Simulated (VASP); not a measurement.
# LaP (Fm-3m) in VASP: a series of runs, part 2 of 2

VASP 6.6.1.

### Step 3. Electric field gradients, LDA (volume scaled by 0.98)

The input, INCAR:

```
  ALGO = Normal
  EDIFF = 1E-8
  ENCUT = 520
  GGA = CA
  ISIF = 2
  ISMEAR = -1
  LASPH = T
  LCHARG = F
  LEFG = T
  LREAL = F
  LWAVE = F
  NBANDS = 15
  NELM = 60
  PREC = Accurate
  SIGMA = 0.03
```

The input, KPOINTS:

```
k-points
0
Gamma
  10 10 10
```

The input, POSCAR:

```
LaP
1.0
    0.0000000000      2.9922812700      2.9922812700
    2.9922812700      0.0000000000      2.9922812700
    2.9922812700      2.9922812700      0.0000000000
La P
1 1
Direct
    0.0000000000      0.0000000000      0.0000000000
    0.5000000000      0.5000000000      0.5000000000
```

Potentials or basis: VASP PAW LDA potentials, release 64 (La, P).

On the command line:

```
$ cat potpaw_LDA.64/La/POTCAR potpaw_LDA.64/P/POTCAR > POTCAR
$ mpirun -np 1 vasp_std > vasp.out
```

OUTCAR:

```text
EDIFF = 1E-8
   ENCUT = 520
   GGA = CA
   ISIF = 2
   ISMEAR = -1
   LASPH = T
   LREAL = F
   NELM = 60
   PREC = Accurate

 ion  position               nearest neighbor table
   1  0.000  0.000  0.000-   2 2.99   2 2.99   2 2.99   2 2.99   2 2.99   2 2.99
   2  0.500  0.500  0.500-   1 2.99   1 2.99   1 2.99   1 2.99   1 2.99   1 2.99

  LATTYP: Found a face centered cubic cell.
 ALAT       =     5.9845625400

  Lattice vectors:

 A1 = (   0.0000000000,   2.9922812700,   2.9922812700)
 A2 = (   2.9922812700,   0.0000000000,   2.9922812700)
 A3 = (   2.9922812700,   2.9922812700,   0.0000000000)

Analysis of symmetry for initial positions (statically):
=====================================================================
 Subroutine PRICEL returns:
 Original cell was already a primitive cell.

 Routine SETGRP: Setting up the symmetry group for a
 face centered cubic supercell.

 Subroutine GETGRP returns: Found 48 space group operations
 (whereof 48 operations were pure point group operations)
 out of a pool of 48 trial point group operations.

The static configuration has the point symmetry O_h .

Analysis of symmetry for dynamics (positions and initial velocities):
=====================================================================
 Subroutine PRICEL returns:
 Original cell was already a primitive cell.

 Routine SETGRP: Setting up the symmetry group for a
 face centered cubic supercell.

 Subroutine GETGRP returns: Found 48 space group operations
 (whereof 48 operations were pure point group operations)
 out of a pool of 48 trial point group operations.

The dynamic configuration has the point symmetry O_h .

 Subroutine INISYM returns: Found 48 space group operations
 (whereof 48 operations are pure point group operations),
[... 165 lines left out ...]
     14       9.1207      0.00000
[... 401 lines left out ...]
      2      -9.1346      2.00000
      3      -8.8238      2.00000
      4      -8.8022      2.00000
      5      -2.0280      2.00000
      6       4.7480      2.00000
      7       5.8553      2.00000
      8       6.0986      1.99998
      9       6.9721      0.00000
     10       9.2955      0.00000
     11       9.3287      0.00000
     12       9.3781      0.00000
     13       9.3823      0.00000
     14       9.5168      0.00000
     15       9.7541      0.00000

 [... further k-points ...]
[... 5 lines left out ...]
  --------------------------------------------------------------------------------------
  -------------------------------------------------------------------------------------
  Total       -0.6101042     -0.6101042     -0.6101042      0.0000000     -0.0000000      0.0000000
  in kB      -18.2422075    -18.2422075    -18.2422075      0.0000000     -0.0000000      0.0000000
  external PRESSURE =     -18.2422075 kB  Pullay stress =       0.0000000 kB

 VOLUME and BASIS-vectors are now :
 -----------------------------------------------------------------------------
  energy-cutoff  :      520.00
  volume of cell :       53.58
      direct lattice vectors                 reciprocal lattice vectors
     0.000000000  2.992281270  2.992281270    -0.167096591  0.167096591  0.167096591
     2.992281270  0.000000000  2.992281270     0.167096591 -0.167096591  0.167096591
     2.992281270  2.992281270  0.000000000     0.167096591  0.167096591 -0.167096591

 POSITION                                       TOTAL-FORCE (eV/Angst)
 -----------------------------------------------------------------------------------
      0.00000      0.00000      0.00000        -0.000000      0.000000     -0.000000
      2.99228      2.99228      2.99228         0.000000     -0.000000      0.000000
 -----------------------------------------------------------------------------------
    total drift:                                0.000000     -0.000000     -0.000000

  FREE ENERGIE OF THE ION-ELECTRON SYSTEM (eV)
  ---------------------------------------------------
  free  energy   TOTEN  =       -14.7009067498 eV

  energy  without entropy=      -14.7000078016  energy(sigma->0) =      -14.70045728

 Electric field gradients (V/A^2)
---------------------------------------------------------------------
 ion       V_xx      V_yy      V_zz      V_xy      V_xz      V_yz
---------------------------------------------------------------------
   1       0.000     0.000     0.000     0.000     0.000     0.000
   2       0.000     0.000     0.000    -0.000    -0.000    -0.000
---------------------------------------------------------------------

 Electric field gradients after diagonalization (V/A^2)
 (convention: |V_zz| > |V_xx| > |V_yy|)
----------------------------------------------------------------------
 ion       V_xx      V_yy      V_zz     asymmetry (V_yy - V_xx)/ V_zz
----------------------------------------------------------------------
   1      -0.000    -0.000     0.001       0.000
   2       0.000     0.000    -0.001       0.000
----------------------------------------------------------------------

           NMR quadrupolar parameters

 Cq : quadrupolar parameter    Cq=e*Q*V_zz/h
 eta: asymmetry parameters     (V_yy - V_xx)/ V_zz
 Q  : nuclear electric quadrupole moment in mb (millibarn)
----------------------------------------------------------------------
 ion       Cq(MHz)       eta       Q (mb)
----------------------------------------------------------------------
   1       0.000       0.000       1.000
   2      -0.000       0.000       1.000
----------------------------------------------------------------------
```

OSZICAR:

```text
N       E                     dE             d eps       ncg     rms          rms(c)
DAV:   1     0.122291068208E+03    0.12229E+03   -0.57192E+03  1426   0.137E+03
DAV:   2    -0.287212184252E+01   -0.12516E+03   -0.11288E+03  1817   0.199E+02
DAV:   3    -0.144713032473E+02   -0.11599E+02   -0.11123E+02  2044   0.971E+01
DAV:   4    -0.150509768653E+02   -0.57967E+00   -0.57378E+00  2541   0.166E+01
DAV:   5    -0.150706862209E+02   -0.19709E-01   -0.19706E-01  1913   0.267E+00    0.430E+00
DAV:   6    -0.147262221311E+02    0.34446E+00   -0.13565E+00  2393   0.486E+00    0.290E+00
DAV:   7    -0.147067309931E+02    0.19491E-01   -0.68138E-02  2402   0.157E+00    0.139E+00
DAV:   8    -0.147013209259E+02    0.54101E-02   -0.13615E-02  2479   0.124E+00    0.203E-01
DAV:   9    -0.147009703820E+02    0.35054E-03   -0.11670E-03  2569   0.321E-01    0.132E-01
DAV:  10    -0.147009268762E+02    0.43506E-04   -0.78838E-04  2455   0.295E-01    0.412E-02
DAV:  11    -0.147009187143E+02    0.81618E-05   -0.38847E-04  2495   0.185E-01    0.188E-02
DAV:  12    -0.147009069088E+02    0.11806E-04   -0.91708E-05  2459   0.798E-02    0.366E-03
DAV:  13    -0.147009068417E+02    0.67140E-07   -0.24196E-06  2060   0.121E-02    0.219E-03
DAV:  14    -0.147009067492E+02    0.92491E-07   -0.90195E-07  2458   0.688E-03    0.380E-04
DAV:  15    -0.147009067498E+02   -0.60868E-09   -0.15022E-08  1457   0.840E-04
   1 F= -.14700907E+02 E0= -.14700457E+02  d E =-.898948E-03
```

It took 23 s on 1 thread of AMD EPYC 9R45 (Zen 5), shared host; peak memory 0.16 GiB.

Results:

| Item | Value |
| --- | --- |
| Free energy | -14.7009 eV |
| Pressure | -1.8 GPa |
| Band gap on the k mesh | zero (band 8 reaches 6.58 eV, above the bottom of band 9 at 6.40 eV) |

Caveat: without QUAD_EFG the Cq values of the log hold for a quadrupole moment of 1 mb, not for the nuclei; spin-orbit coupling is left out, which moves the levels of the heavy elements.
